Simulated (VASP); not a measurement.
# BaTe (Fm-3m) in VASP: dielectric tensor with LDA

Aim: the dielectric tensor of BaTe with LDA.

Program: VASP 6.6.1. These are calculated values, not measurements. Logs are shortened: lines on timing, memory, paths and dates and some standing lists are left out, and cuts for length are marked.

## 1. The cell of the first run

It takes space group Fm-3m (No. 225, cubic). Conventional cell: a = 6.820 Å, b = 6.820 Å, c = 6.820 Å, α = 90.00°, β = 90.00°, γ = 90.00°. Within 4.5 Å of Ba (site symmetry m-3m) lie 6 Te at 3.41 Å. Within 4.5 Å of Te (site symmetry m-3m) lie 6 Ba at 3.41 Å.

## 2. Dielectric tensor, LDA

The input, INCAR:

```
PREC = Accurate
ENCUT = 520
EDIFF = 1E-8
ISMEAR = 0
SIGMA = 0.01
LREAL = F
LASPH = T
NELM = 100
ALGO = Normal
ISIF = 2
LWAVE = F
LCHARG = F
GGA = CA
LEPSILON = T
```

The input, KPOINTS:

```
regular mesh
0
Gamma
  5 5 5
```

The input, POSCAR:

```
BaTe
1.0
    0.0000000000      3.4100000000      3.4100000000
    3.4100000000      0.0000000000      3.4100000000
    3.4100000000      3.4100000000      0.0000000000
Ba Te
1 1
Direct
    0.0000000000      0.0000000000      0.0000000000
    0.5000000000      0.5000000000      0.5000000000
```

Potentials or basis: VASP PAW LDA potentials, release 64 (Ba_sv, Te).

The run is started by

```sh
$ cat potpaw_LDA.64/Ba_sv/POTCAR potpaw_LDA.64/Te/POTCAR > POTCAR
$ mpirun -np 1 vasp_std > vasp.out
```

OUTCAR:

```text
PREC = Accurate
   ENCUT = 520
   EDIFF = 1E-8
   ISMEAR = 0
   LREAL = F
   LASPH = T
   NELM = 100
   ISIF = 2
   GGA = CA
   LEPSILON = T

 ion  position               nearest neighbor table
   1  0.000  0.000  0.000-   2 3.41   2 3.41   2 3.41   2 3.41   2 3.41   2 3.41
   2  0.500  0.500  0.500-   1 3.41   1 3.41   1 3.41   1 3.41   1 3.41   1 3.41

  LATTYP: Found a face centered cubic cell.
 ALAT       =     6.8200000000

  Lattice vectors:

 A1 = (   0.0000000000,   3.4100000000,   3.4100000000)
 A2 = (   3.4100000000,   0.0000000000,   3.4100000000)
 A3 = (   3.4100000000,   3.4100000000,   0.0000000000)

Analysis of symmetry for initial positions (statically):
=====================================================================
 Subroutine PRICEL returns:
 Original cell was already a primitive cell.

 Routine SETGRP: Setting up the symmetry group for a
 face centered cubic supercell.

 Subroutine GETGRP returns: Found 48 space group operations
 (whereof 48 operations were pure point group operations)
 out of a pool of 48 trial point group operations.

The static configuration has the point symmetry O_h .

Analysis of symmetry for dynamics (positions and initial velocities):
=====================================================================
 Subroutine PRICEL returns:
 Original cell was already a primitive cell.

 Routine SETGRP: Setting up the symmetry group for a
 face centered cubic supercell.

 Subroutine GETGRP returns: Found 48 space group operations
 (whereof 48 operations were pure point group operations)
 out of a pool of 48 trial point group operations.

The dynamic configuration has the point symmetry O_h .

 Subroutine INISYM returns: Found 48 space group operations
 (whereof 48 operations are pure point group operations),
 and found     1 'primitive' translations

----------------------------------------------------------------------------------------

                                     Primitive cell

  volume of cell :      79.3036

  direct lattice vectors                    reciprocal lattice vectors
     0.000000000  3.410000000  3.410000000    -0.146627566  0.146627566  0.146627566
     3.410000000  0.000000000  3.410000000     0.146627566 -0.146627566  0.146627566
     3.410000000  3.410000000  0.000000000     0.146627566  0.146627566 -0.146627566

  length of vectors
     4.822468248  4.822468248  4.822468248     0.253966394  0.253966394  0.253966394

  position of ions in fractional coordinates (direct lattice)
     0.000000000  0.000000000  0.000000000
     0.500000000  0.500000000  0.500000000

  ion indices of the primitive-cell ions
   primitive index   ion index
                 1           1
                 2           2

----------------------------------------------------------------------------------------

 KPOINTS: regular mesh

Automatic generation of k-mesh.
 Grid dimensions read from file:
 generate k-points for:    5    5    5

 Generating k-lattice:

  Cartesian coordinates                     Fractional coordinates (reciprocal lattice)
    -0.029325513  0.029325513  0.029325513     0.200000000  0.000000000  0.000000000
     0.029325513 -0.029325513  0.029325513     0.000000000  0.200000000  0.000000000
     0.029325513  0.029325513 -0.029325513     0.000000000  0.000000000  0.200000000

  Length of vectors
     0.050793279  0.050793279  0.050793279

  Shift w.r.t. Gamma in fractional coordinates (k-lattice)
     0.000000000  0.000000000  0.000000000

 Subroutine IBZKPT returns following result:
 ===========================================

 Found     10 irreducible k-points:

 Following reciprocal coordinates:
            Coordinates               Weight
  0.000000  0.000000  0.000000      1.000000
  0.200000  0.000000  0.000000      8.000000
  0.400000  0.000000  0.000000      8.000000
  0.200000  0.200000  0.000000      6.000000
  0.400000  0.200000  0.000000     24.000000
 -0.400000  0.200000  0.000000     24.000000
 -0.200000  0.200000  0.000000     12.000000
  0.400000  0.400000  0.000000      6.000000
 -0.400000  0.400000  0.000000     12.000000
 -0.400000  0.400000  0.200000     24.000000
   k-points           NKPTS =     10   k-points in BZ     NKDIM =     10   number of bands    NBANDS=     12
   number of dos      NEDOS =    301   number of ions     NIONS =      2
   total plane-waves  NPLWV =  46656
   dimension x,y,z NGX =    36 NGY =   36 NGZ =   36
   dimension x,y,z NGXF=    72 NGYF=   72 NGZF=   72
   ions per type =               1   1
   NGX,Y,Z   is equivalent  to a cutoff of  12.41, 12.41, 12.41 a.u.
   NGXF,Y,Z  is equivalent  to a cutoff of  24.82, 24.82, 24.82 a.u.
 SYSTEM =  unknown system
   PREC   = accura    normal or accurate (medium, high low for compatibility)
   ISTART =      0    job   : 0-new  1-cont  2-samecut
   ICHARG =      2    charge: 1-file 2-atom 10-const
   ISPIN  =      1    spin polarized calculation?
   LNONCOLLINEAR =      F non collinear calculations
   LSORBIT =      F    spin-orbit coupling
   LASPH  =      T    aspherical Exc in radial PAW
   ENCUT  =  520.0 eV  38.22 Ry    6.18 a.u.   8.97  8.97  8.97*2*pi/ulx,y,z
   NELM   =    100;   NELMIN=  2; NELMDL= -5     # of ELM steps
   EDIFF  = 0.1E-07   stopping-criterion for ELM
   LREAL  =      F    real-space projection
   EDIFFG = 0.1E-06   stopping-criterion for IOM
   NSW    =      0    number of steps for IOM
   IBRION =     -1    ionic relax: 0-MD 1-quasi-New 2-CG
   NFREE  =      0    steps in history (QN), initial steepest desc. (CG)
   ISIF   =      2    stress and relaxation
   ISYM   =      2    0-nonsym 1-usesym 2-fastsym
   POTIM  = 0.5000    time-step for ionic-motion
   TEBEG  =    0.0;   TEEND  =   0.0 temperature during run
   PSTRESS=    0.0 pullay stress
   NELECT =      16.0000    total number of electrons
   NUPDOWN=      -1.0000    fix difference up-down
   EMIN   =  10.00;   EMAX   =-10.00  energy-range for DOS
   EFERMI =   0.00;   METHOD = LEGACY
   ISMEAR =     0;   SIGMA  =   0.01  broadening in eV -4-tet -1-fermi 0-gaus
   EFERMI_NEDOS =   21; number of points for ismear=-14 and -15
   IALGO  =     38    algorithm
   IMIX   =      4    mixing-type and parameters
     AMIX     =   0.40;   BMIX     =  1.00
     AMIX_MAG =   1.60;   BMIX_MAG =  1.00
  volume/ion in A,a.u.               =      39.65       267.58
  Fermi-wavevector in a.u.,A,eV,Ry     =   0.960175  1.814468 12.543704  0.921936
  Thomas-Fermi vector in A             =   2.089436
   LORBIT       =      0    0 simple, 1 ext, 2 COOP (PROOUT), +10 PAW based schemes
   GGA     = CA    functional components
   LHFCALC =     F    Hartree Fock is set to
   AEXX    =    0.0000 exact exchange contribution
   IVDW    =     0    specifies the selected vdW correction
   LEPSILON=     T    determine dielectric tensor
   LRPA    =     F    only Hartree local field effects (RPA)
 non-spin polarized calculation
 Gauss-broadening in eV      SIGMA  =   0.01
  energy-cutoff  :      520.00
  volume of cell :       79.30
 maximum number of plane-waves:      2148
   NGX = 17   NGY = 17   NGZ = 17

--------------------------------------- Ionic step        1  -------------------------------------------

 number of electron      16.0000000 magnetization

 E-fermi :   2.6725     XC(G=0):  -8.8499

 val. band max:        2.6118820229   @ k =   0.0000   0.0000   0.0000
 cond. band min:       3.9151802798   @ k =   0.4000   0.4000   0.0000
 fundamental gap:      1.3032982569
 Fermi energy:         2.6725020780

 k-point     1 :       0.0000    0.0000    0.0000
  band No.  band energies     occupation
      1     -24.1577      2.00000
      2      -9.3482      2.00000
      3      -9.3482      2.00000
      4      -9.3482      2.00000
      5      -7.1769      2.00000
      6       2.6119      2.00000
      7       2.6119      2.00000
      8       2.6119      2.00000
      9       5.3577      0.00000
     10       5.3577      0.00000
     11       5.3577      0.00000
     12       5.6196      0.00000
[... 121 lines left out ...]
 k-point    10 :      -0.4000    0.4000    0.2000
  band No.  band energies     occupation
      1     -24.1313      2.00000
      2      -9.7112      2.00000
      3      -9.5170      2.00000
      4      -9.4591      2.00000
      5      -6.5919      2.00000
      6       0.9726      2.00000
      7       1.5098      2.00000
      8       1.7233      2.00000
      9       5.4598      0.00000
     10       6.8201      0.00000
     11       7.4433      0.00000
     12       8.2452      0.00000

  FORCE on cell =-STRESS in cart. coord.  units (eV):
  Direction    XX          YY          ZZ          XY          YZ          ZX
  --------------------------------------------------------------------------------------
  -------------------------------------------------------------------------------------
  Total        0.6299303      0.6299303      0.6299303     -0.0000000      0.0000000      0.0000000
  in kB       12.7265288     12.7265288     12.7265288     -0.0000000      0.0000000      0.0000000
  external PRESSURE =      12.7265288 kB  Pullay stress =       0.0000000 kB

 VOLUME and BASIS-vectors are now :
 -----------------------------------------------------------------------------
  energy-cutoff  :      520.00
  volume of cell :       79.30
      direct lattice vectors                 reciprocal lattice vectors
     0.000000000  3.410000000  3.410000000    -0.146627566  0.146627566  0.146627566
     3.410000000  0.000000000  3.410000000     0.146627566 -0.146627566  0.146627566
     3.410000000  3.410000000  0.000000000     0.146627566  0.146627566 -0.146627566

 POSITION                                       TOTAL-FORCE (eV/Angst)
 -----------------------------------------------------------------------------------
      0.00000      0.00000      0.00000        -0.000000     -0.000000     -0.000000
      3.41000      3.41000      3.41000         0.000000      0.000000      0.000000
 -----------------------------------------------------------------------------------
    total drift:                                0.000000      0.000000      0.000000

  FREE ENERGIE OF THE ION-ELECTRON SYSTEM (eV)
  ---------------------------------------------------
  free  energy   TOTEN  =        -9.5984234221 eV

  energy  without entropy=       -9.5984234221  energy(sigma->0) =       -9.59842342

 HEAD OF MICROSCOPIC STATIC DIELECTRIC TENSOR (INDEPENDENT PARTICLE, excluding Hartree and local field effects)
 ------------------------------------------------------
           8.077402    -0.000000     0.000000
           0.000000     8.077402     0.000000
          -0.000000     0.000000     8.077402
 ------------------------------------------------------

 Free energy of the ion-electron system (eV)
  ---------------------------------------------------
  ---------------------------------------------------
  free energy    TOTEN  =        -1.49814716 eV

  energy without entropy =       -1.49814716

------------------------ aborting loop because EDIFF is reached ----------------------------------------

--------------------------------------- Ionic step        2  -------------------------------------------

------------------------ aborting loop because EDIFF is reached ----------------------------------------

--------------------------------------- Ionic step        3  -------------------------------------------

 Free energy of the ion-electron system (eV)
  ---------------------------------------------------
  ---------------------------------------------------
  free energy    TOTEN  =        -1.49815001 eV

  energy without entropy =       -1.49815001

------------------------ aborting loop because EDIFF is reached ----------------------------------------

 PIEZOELECTRIC TENSOR FIELD DIRECTION 3  (e Angst)
 -----------------------------------------------------------------------------
     0.00194  0.00000  0.00000           (  0.00001  0.00000  0.00000)
     0.00000  0.00194  0.00000           (  0.00000  0.00001 -0.00000)
     0.00000 -0.00000 -0.00695           (  0.00000 -0.00000  0.00002)

 PIEZOELECTRIC TENSOR FIELD DIRECTION 3  (C/m^2)
 -----------------------------------------------------------------------------
     0.00039  0.00000  0.00000
     0.00000  0.00039  0.00000
     0.00000 -0.00000 -0.00140

 MACROSCOPIC STATIC DIELECTRIC TENSOR (including local field effects in DFT)
 ------------------------------------------------------
           7.340940    -0.000000     0.000000
          -0.000000     7.340940     0.000000
           0.000000    -0.000000     7.340940
 ------------------------------------------------------

 PIEZOELECTRIC TENSOR (including local field effects)  for field in x, y, z        (e  Angst)
          XX          YY          ZZ          XY          YZ          ZX
  --------------------------------------------------------------------------------
  x     0.00000     0.00000     0.00000     0.00000     0.00000     0.00000
  y     0.00000     0.00000     0.00000     0.00000     0.00000     0.00000
  z     0.00000     0.00000     0.00000     0.00000     0.00000     0.00000

 PIEZOELECTRIC TENSOR (including local field effects)  for field in x, y, z        (C/m^2)
          XX          YY          ZZ          XY          YZ          ZX
  --------------------------------------------------------------------------------
  x     0.00000     0.00000     0.00000     0.00000     0.00000     0.00000
  y     0.00000     0.00000     0.00000     0.00000     0.00000     0.00000
  z     0.00000     0.00000     0.00000     0.00000     0.00000     0.00000

 BORN EFFECTIVE CHARGES (including local field effects) (in |e|, cummulative output)
 ---------------------------------------------------------------------------------
 ion    1
    1     2.78143     0.00000     0.00000
    2     0.00000     2.78143     0.00000
    3     0.00000     0.00000     2.78143
 ion    2
    1    -2.78143     0.00000     0.00000
    2     0.00000    -2.78143     0.00000
    3     0.00000     0.00000    -2.78143
```

Run time: 5.3 min. Hardware: 1 thread of AMD EPYC 7R43 (Zen 3), shared host; peak memory 0.17 GiB.

What came out:

```
Band gap on the k mesh                  : 1.30 eV, indirect (least direct gap 1.69 eV)
Electronic dielectric tensor (diagonal) : 7.34
Born charges (mean of the diagonal)     : Ba +2.78; Te -2.78 e
```

Levels at points of the mesh, in eV from the valence-band top:
| k point | band 5 | band 6 | band 7 | band 8 | band 9 | band 10 | band 11 | band 12 |
| --- | --- | --- | --- | --- | --- | --- | --- | --- |
| (0.00, 0.00, 0.00) | -9.79 | 0.00 | 0.00 | 0.00 | 2.75 | 2.75 | 2.75 | 3.01 |

Electronic dielectric tensor:
```
7.34 0.00 0.00
0.00 7.34 0.00
0.00 0.00 7.34
```

Born effective charge tensors (e):
atom 1, Ba
```
2.78 0.00 0.00
0.00 2.78 0.00
0.00 0.00 2.78
```
atom 2, Te
```
-2.78  0.00  0.00
 0.00 -2.78  0.00
 0.00  0.00 -2.78
```

Caveat: spin-orbit coupling is left out, which moves the levels of the heavy elements. As with any semilocal functional, this LDA gap is likely too small.
